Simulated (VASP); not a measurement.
# LiH (Fm-3m) in VASP: notebook, part 2 of 2

VASP 6.6.1. Earlier steps stand in the parts before.

### Step 3. Single point, r2SCAN

Contents of POSCAR:

```
LiH
1.0
    0.0000000000      2.0029948411      2.0029948411
    2.0029948411      0.0000000000      2.0029948411
    2.0029948411      2.0029948411      0.0000000000
Li H
1 1
Direct
    0.0000000000      0.0000000000      0.0000000000
    0.5000000000      0.5000000000      0.5000000000
```

Contents of INCAR.step1:

```
SYSTEM = LiH
PREC     = Accurate       ! precision mode
ENCUT    = 520            ! plane-wave cutoff, eV
ISMEAR   = 0              ! smearing method
SIGMA    = 0.01           ! smearing width, eV
LREAL    = .FALSE.        ! projectors in reciprocal space
LASPH    = .TRUE.         ! aspherical terms in the spheres
NELM     = 60             ! most SCF steps
NBANDS   = 9              ! bands
GGA      = PE             ! functional
ALGO     = Normal         ! electronic algorithm
EDIFF    = 1E-4           ! SCF threshold, eV
LWAVE    = .TRUE.         ! write WAVECAR
LCHARG   = .FALSE.        ! write CHGCAR
```

Contents of INCAR.step2:

```
SYSTEM = LiH
PREC     = Accurate       ! precision mode
ENCUT    = 520            ! plane-wave cutoff, eV
EDIFF    = 1E-6           ! SCF threshold, eV
ISMEAR   = 0              ! smearing method
SIGMA    = 0.01           ! smearing width, eV
LREAL    = .FALSE.        ! projectors in reciprocal space
LASPH    = .TRUE.         ! aspherical terms in the spheres
NELM     = 60             ! most SCF steps
ALGO     = Normal         ! electronic algorithm
ISIF     = 2              ! what is computed and relaxed
LWAVE    = .FALSE.        ! write WAVECAR
LCHARG   = .FALSE.        ! write CHGCAR
METAGGA  = R2SCAN         ! meta-GGA
LMIXTAU  = .TRUE.       
NBANDS   = 9              ! bands
ISTART   = 1
```

Contents of KPOINTS:

```
regular mesh
0
G
  8 8 8
  0 0 0
```

Potentials or basis: VASP PAW PBE potentials, release 64 (Li_sv, H).

The run is started by

```console
$ cat potpaw_PBE.64/Li_sv/POTCAR potpaw_PBE.64/H/POTCAR > POTCAR
$ cp INCAR.step1 INCAR
$ mpirun -np 1 vasp_std > vasp.out
$ cp INCAR.step2 INCAR
$ mpirun -np 1 vasp_std > vasp.out
```

OUTCAR:

```text
SYSTEM = LiH
   PREC = Accurate
   ENCUT = 520
   EDIFF = 1E-6
   ISMEAR = 0
   LREAL = .FALSE.
   LASPH = .TRUE.
   NELM = 60
   ISIF = 2
   METAGGA = R2SCAN
   ISTART = 1

 ion  position               nearest neighbor table
   1  0.000  0.000  0.000-
   2  0.500  0.500  0.500-

  LATTYP: Found a face centered cubic cell.
 ALAT       =     4.0059896822

  Lattice vectors:

 A1 = (   0.0000000000,   2.0029948411,   2.0029948411)
 A2 = (   2.0029948411,   0.0000000000,   2.0029948411)
 A3 = (   2.0029948411,   2.0029948411,   0.0000000000)

Analysis of symmetry for initial positions (statically):
=====================================================================
 Subroutine PRICEL returns:
 Original cell was already a primitive cell.

 Routine SETGRP: Setting up the symmetry group for a
 face centered cubic supercell.

 Subroutine GETGRP returns: Found 48 space group operations
 (whereof 48 operations were pure point group operations)
 out of a pool of 48 trial point group operations.

The static configuration has the point symmetry O_h .

Analysis of symmetry for dynamics (positions and initial velocities):
=====================================================================
 Subroutine PRICEL returns:
 Original cell was already a primitive cell.

 Routine SETGRP: Setting up the symmetry group for a
 face centered cubic supercell.

 Subroutine GETGRP returns: Found 48 space group operations
 (whereof 48 operations were pure point group operations)
 out of a pool of 48 trial point group operations.

The dynamic configuration has the point symmetry O_h .

 Subroutine INISYM returns: Found 48 space group operations
 (whereof 48 operations are pure point group operations),
 and found     1 'primitive' translations

[... 111 lines left out ...]
   IALGO  =     38    algorithm
   IMIX   =      4    mixing-type and parameters
     AMIX     =   0.40;   BMIX     =  1.00
     AMIX_MAG =   1.60;   BMIX_MAG =  1.00
  volume/ion in A,a.u.               =       8.04        54.23
  Fermi-wavevector in a.u.,A,eV,Ry     =   1.029765  1.945975 14.427849  1.060417
  Thomas-Fermi vector in A             =   2.163830
   LORBIT       =      0    0 simple, 1 ext, 2 COOP (PROOUT), +10 PAW based schemes
   METAGGA = R2SCAN    functional components
   LHFCALC =     F    Hartree Fock is set to
   AEXX    =    0.0000 exact exchange contribution
   IVDW    =     0    specifies the selected vdW correction
   LEPSILON=     F    determine dielectric tensor
   LRPA    =     F    only Hartree local field effects (RPA)
 non-spin polarized calculation
 Gauss-broadening in eV      SIGMA  =   0.01
  energy-cutoff  :      520.00
  volume of cell :       16.07
 maximum number of plane-waves:       445
 NGX is ok and might be reduce to    24
   NGX = 11   NGY = 11   NGZ = 11

 number of electron       3.9999995 magnetization

 Free energy of the ion-electron system (eV)
  ---------------------------------------------------
  ext. energy  EPLUGINS =         0.00000000
  ---------------------------------------------------
  free energy    TOTEN  =        -6.81747056 eV

  energy without entropy =       -6.81747056  energy(sigma->0) =       -6.81747056

 E-fermi :   0.0540     XC(G=0):  -8.8302

 val. band max:       -0.1777327129   @ k =   0.5000   0.5000   0.0000
 cond. band min:       3.4038309977   @ k =   0.5000   0.5000   0.0000
 fundamental gap:      3.5815637106
 Fermi energy:         0.0540311486

 k-point     1 :       0.0000    0.0000    0.0000
  band No.  band energies     occupation
      1     -45.9094      2.00000
      2      -5.6307      2.00000
      3      17.4882      0.00000
      4      19.2418      0.00000
      5      19.2418      0.00000
      6      19.2424      0.00000
      7      23.6704      0.00000
      8      23.6704      0.00000
      9      23.6706      0.00000
[... 265 lines left out ...]
 k-point    24 :      -0.3750    0.2500    0.1250
  band No.  band energies     occupation
      1     -45.8575      2.00000
      2      -1.8907      2.00000
      3       5.6462      0.00000
      4       9.4873      0.00000
      5      14.3113      0.00000
      6      17.8527      0.00000
      7      24.2576      0.00000
      8      27.6815      0.00000
      9      29.1525      0.00000

 [... further k-points ...]
[... 5 lines left out ...]
  --------------------------------------------------------------------------------------
  -------------------------------------------------------------------------------------
  Total       -0.0538982     -0.0538982     -0.0538982     -0.0000000     -0.0000000     -0.0000000
  in kB       -5.3729859     -5.3729859     -5.3729859     -0.0000000     -0.0000000     -0.0000000
  external PRESSURE =      -5.3729859 kB  Pullay stress =       0.0000000 kB

 VOLUME and BASIS-vectors are now :
 -----------------------------------------------------------------------------
  energy-cutoff  :      520.00
  volume of cell :       16.07
      direct lattice vectors                 reciprocal lattice vectors
     0.000000000  2.002994841  2.002994841    -0.249626205  0.249626205  0.249626205
     2.002994841  0.000000000  2.002994841     0.249626205 -0.249626205  0.249626205
     2.002994841  2.002994841  0.000000000     0.249626205  0.249626205 -0.249626205

 POSITION                                       TOTAL-FORCE (eV/Angst)
 -----------------------------------------------------------------------------------
      0.00000      0.00000      0.00000        -0.000000     -0.000000     -0.000000
      2.00299      2.00299      2.00299         0.000000      0.000000      0.000000
 -----------------------------------------------------------------------------------
    total drift:                                0.000000     -0.000000     -0.000000

  FREE ENERGIE OF THE ION-ELECTRON SYSTEM (eV)
  ---------------------------------------------------
  free  energy   TOTEN  =        -6.8174705562 eV

  energy  without entropy=       -6.8174705562  energy(sigma->0) =       -6.81747056
```

OUTCAR.step1:

```text
SYSTEM = LiH
   PREC = Accurate
   ENCUT = 520
   ISMEAR = 0
   LREAL = .FALSE.
   LASPH = .TRUE.
[... 510 lines left out ...]
      0.00000      0.00000      0.00000        -0.000000      0.000000      0.000000
      2.00299      2.00299      2.00299         0.000000     -0.000000     -0.000000
 -----------------------------------------------------------------------------------
    total drift:                                0.000000     -0.000000     -0.000000

  FREE ENERGIE OF THE ION-ELECTRON SYSTEM (eV)
  ---------------------------------------------------
  free  energy   TOTEN  =        -6.1269250770 eV

  energy  without entropy=       -6.1269250770  energy(sigma->0) =       -6.12692508
```

OSZICAR.step1:

```text
N       E                     dE             d eps       ncg     rms          rms(c)
DAV:   1    -0.160177349828E+01   -0.16018E+01   -0.14930E+03   530   0.397E+02
DAV:   2    -0.631556020663E+01   -0.47138E+01   -0.46892E+01   742   0.554E+01
DAV:   3    -0.636932181438E+01   -0.53762E-01   -0.53752E-01   669   0.516E+00
DAV:   4    -0.636966092815E+01   -0.33911E-03   -0.33910E-03   718   0.286E-01
DAV:   5    -0.636966175604E+01   -0.82788E-06   -0.82790E-06   661   0.106E-02    0.288E+00
DAV:   6    -0.618663776618E+01    0.18302E+00   -0.14873E-01   567   0.120E+00    0.144E+00
DAV:   7    -0.612520374371E+01    0.61434E-01   -0.19302E-01   601   0.154E+00    0.220E-01
DAV:   8    -0.612699376103E+01   -0.17900E-02   -0.42959E-03   612   0.429E-01    0.439E-02
DAV:   9    -0.612692507704E+01    0.68684E-04   -0.15984E-04   626   0.491E-02
   1 F= -.61269251E+01 E0= -.61269251E+01  d E =-.581366E-15
```

Wall time 15 s (1 thread of Intel Xeon Platinum 8488C (Sapphire Rapids), shared host); peak memory 0.13 GiB.

Results:

- Free energy: -6.8175 eV
- Band gap on the k mesh: 3.58 eV, direct

Caveat: the cutoff is under 1.25 times the usual one of these potentials, so pressure, stress and relaxed cells hold a basis-set (Pulay) error; the PAW data sets were made with another functional, which shifts forces and pressure a little.
